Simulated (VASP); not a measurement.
Here is a VASP 6.6.1 calculation.

The input INCAR:

```
SYSTEM = AlNi
PREC = Accurate
ENCUT = 520
EDIFF = 1E-6
ISMEAR = 0
SIGMA = 0.15
LREAL = .FALSE.
LASPH = .TRUE.
NELM = 100
ALGO = Fast
ISIF = 2
LWAVE = .FALSE.
LCHARG = .TRUE.
GGA = PS
LELF = .TRUE.
LVHAR = .TRUE.
NBANDS = 14
```

Contents of KPOINTS:

```
Automatic mesh
0
G
  20 20 20
  0 0 0
```

Contents of POSCAR:

```
AlNi
1.0
    1.9910081659     -1.9910295416      0.0000000000
    1.9910081659      1.9910295416      0.0000000000
    0.0000000000      0.0000000000      2.8694088111
Al Ni
1 1
Direct
    0.0000000000      0.0000000000      0.0000000000
    0.5000000000      0.5000000000      0.5000000000
```

Potentials or basis: VASP PAW PBE potentials, release 64 (Al, Ni).

The run is started by

```sh
$ cat potpaw_PBE.64/Al/POTCAR potpaw_PBE.64/Ni/POTCAR > POTCAR
$ mpirun -np 1 vasp_std > vasp.out
```

(1) Estimate the pressure.

Answers

(1) 5.8 GPa.

Caveat: the cell differs from its parent crystal (strain -0.0150 x Voigt [1, 1, 0, 0, 0, 0]); the PAW data sets were made with another functional, which shifts forces and pressure a little.
